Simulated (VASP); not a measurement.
A run of VASP 6.6.1:

The input INCAR:

```
SYSTEM = SnMo2
  PREC = Accurate
  ENCUT = 600
  EDIFF = 1E-6
  ISMEAR = 0
  SIGMA = 0.1
  LREAL = .FALSE.
  LASPH = .TRUE.
  NELM = 80
  ALGO = Fast
  ISIF = 3
  LWAVE = .FALSE.
  LCHARG = .FALSE.
  GGA = PE
  IBRION = 2
  NSW = 100
  EDIFFG = -0.01
```

KPOINTS

```
regular mesh
0
G
  12 12 16
  0 0 0
```

POSCAR

```
SnMo2
1.0
    4.4966436394      0.0000000000      0.0000000000
   -2.2483218197      3.8942076235      0.0000000000
    0.0000000000      0.0000000000      3.0915354636
Sn Mo
1 2
Direct
    0.0000000000      0.0000000000      0.0000000000
    0.3333333333      0.6666666667      0.5000000000
    0.6666666667      0.3333333333      0.5000000000
```

Potentials or basis: VASP PAW PBE potentials, release 64 (Sn_d, Mo_sv).

The run is started by

```console
$ cat potpaw_PBE.64/Sn_d/POTCAR potpaw_PBE.64/Mo_sv/POTCAR > POTCAR
$ mpirun -np 1 vasp_std > vasp.out
```

Hardware: 1 thread of AMD EPYC 7R13 (shared host).

Q: How long does it take, and how much memory?

A: Wall time 35 min on 1 thread of AMD EPYC 7R13, on a shared host, peak memory 0.37 GiB. Counts: scf iterations 54, k points 171, ion steps 5.
